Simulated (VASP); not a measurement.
Crystal: Rb.

```
CELL_PARAMETERS angstrom
5.14064 -3.06569 0.00000
5.14064 3.06569 0.00000
-2.87130 0.00000 13.30962
ATOMIC_POSITIONS crystal
Rb 0.05040 0.05040 0.09960
Rb 0.94960 0.94960 0.90040
Rb 0.50500 0.50500 0.60000
Rb 0.49500 0.49500 0.40000
```

```yaml
Program: VASP 6.6.1
Task: relaxation of cell and atoms
Functional: PBE
Potentials_or_basis: VASP PAW PBE potentials, release 64 (Rb_sv)
Cutoff: 600 eV
k_mesh: 4 × 4 × 2
Occupations: gaussian, width 0.1 eV
Spin: no spin polarisation
```

At the start: pressure 1.5 GPa; volume 104.88 Å³/atom.

Where does the relaxation end?

Over 19 steps the energy falls by 741.4 meV/atom and the volume is 95.31 Å³/atom (-9.1 %); space group C2/m (No. 12, to 0.05 Å).

Step by step:
```
step  energy change (eV)  largest force (eV/Å)  pressure (GPa)  volume (Å³)
   1              0.0000                3.2028            1.46       419.51
   2             -2.1989                0.6045           -0.10       474.42
   3             -2.3638                0.4443           -0.20       486.36
   4             -2.5491                0.2316           -0.34       509.27
   5             -2.5976                0.0515           -0.47       551.18
   6             -2.6115                0.0917           -0.44       535.77
   7             -2.6047                0.1351           -0.41       524.67
   8             -2.6092                0.1192           -0.42       528.30
   9             -2.7007                0.1154           -0.40       498.20
  10             -2.9068                0.0989           -0.21       414.22
  11             -2.5019                0.0174            1.58       273.33
  12             -2.9400                0.0921           -0.06       385.64
  13             -2.9448                0.0854            0.05       370.17
  14             -2.9448                0.0865            0.03       373.00
  15             -2.9490                0.0770            0.02       374.02
  16             -2.9564                0.0499            0.01       377.01
  17             -2.9572                0.0378            0.00       378.42
  18             -2.9617                0.0285           -0.01       379.37
  19             -2.9657                0.0177           -0.02       381.23
```

Final structure:
```cif
data_structure
_symmetry_space_group_name_H-M 'P 1'
_symmetry_Int_Tables_number 1
_cell_length_a 4.9437
_cell_length_b 4.9437
_cell_length_c 17.9067
_cell_angle_alpha 97.953
_cell_angle_beta 97.953
_cell_angle_gamma 61.968
_cell_volume 381.23
loop_
_atom_site_label
_atom_site_type_symbol
_atom_site_fract_x
_atom_site_fract_y
_atom_site_fract_z
_atom_site_occupancy
Rb1 Rb 0.06912 0.06912 0.13092 1
Rb2 Rb 0.93088 0.93088 0.86908 1
Rb3 Rb 0.50383 0.50383 0.63045 1
Rb4 Rb 0.49617 0.49617 0.36955 1
```
